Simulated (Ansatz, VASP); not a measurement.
# One calculation of NbSnTe4, two programs

Contents of INCAR:

```
SYSTEM = NbSnTe4
  PREC = Accurate
  ENCUT = 600
  EDIFF = 1E-7
  ISMEAR = 0
  SIGMA = 0.1
  LREAL = .False.
  LASPH = .True.
  NELM = 100
  ALGO = Normal
  ISIF = 3
  LWAVE = .False.
  LCHARG = .False.
  GGA = PE
  IBRION = 2
  NSW = 90
  EDIFFG = -0.04
```

The input KPOINTS:

```
Automatic mesh
0
Gamma
  4 4 2
  0 0 0
```

POSCAR

```
NbSnTe4
1.0
    4.4092499400      0.0000000000      0.0000000000
    0.0000000000      4.4092499400      0.0000000000
    0.0000000000      0.0000000000      7.5999480400
Nb Sn Te
1 1 4
Direct
    0.0000000000      0.0000000000      0.0000000000
    0.5000000000      0.5000000000      0.5000000000
    0.5000000000      0.0000000000      0.0000000000
    0.0000000000      0.5000000000      0.0000000000
    0.0000000000      0.0000000000      0.2770000100
    0.0000000000      0.0000000000      0.7229999900
```

Input for Ansatz:

```yaml
crystal:
  lattice:
    - [4.40924994, 0.0, 0.0]
    - [0.0, 4.40924994, 0.0]
    - [0.0, 0.0, 7.59994804]
  atoms:
    - { symbol: Nb, position: [0.0, 0.0, 0.0] }
    - { symbol: Sn, position: [0.5, 0.5, 0.5] }
    - { symbol: Te, position: [0.5, 0.0, 0.0] }
    - { symbol: Te, position: [0.0, 0.5, 0.0] }
    - { symbol: Te, position: [0.0, 0.0, 0.27700001] }
    - { symbol: Te, position: [0.0, 0.0, 0.72299999] }
basis:
  ecutwfc: 420
kpoints:
  mp_grid: { grid: [4, 4, 2] }
hamiltonian:
  xc: pbe
scf:
  occupations: { method: gaussian, width: 0.1 }
  lower_state_search: "off"
output:
  forces: true
  stress: true
  eigenvalues: true
relax:
  adjacent_minimum: "off"
  f_tol: 0.04
  max_steps: 70
  cell: { stress_tol: 0.4 }
```

Change from the starting cell: species swapped into the RbAlF4 type (P4/mmm, No. 123).

Alike in both runs: task relaxation of cell and atoms; functional PBE; k mesh 4 × 4 × 2; occupations gaussian, width 0.1 eV; no spin polarisation.

|  | VASP | Ansatz |
| --- | --- | --- |
| version | VASP 6.6.1 | Ansatz 0.2.0 |
| potentials or method | VASP PAW PBE potentials, release 64 (Nb_sv, Sn_d, Te), cutoff 600 eV | scalar-relativistic, plane waves, PAW |
| valence electrons in the cell | 51 | 91 |

```csv
,VASP,Ansatz,Ansatz less VASP
"gap on the k mesh at the Fermi level, each at its own relaxed structure (eV)",none,none,-
relaxed volume (Å³/atom),39.98,40.02,+0.037
relaxed cell length with the largest relative difference (Å),8.891,8.881,-0.0101
```

A gap of «none» marks a metal or a gap that the smearing closes. VASP's potentials hold 51 valence electrons a cell and Ansatz's 91, so a difference there can come from the potentials and not from the codes.

The k mesh is coarse, so the values compare programs but aren't converged. Neither program's run includes spin-orbit coupling. Noted on VASP's run: the volume moved by over 15 % at a fixed basis, so the end points are rough.
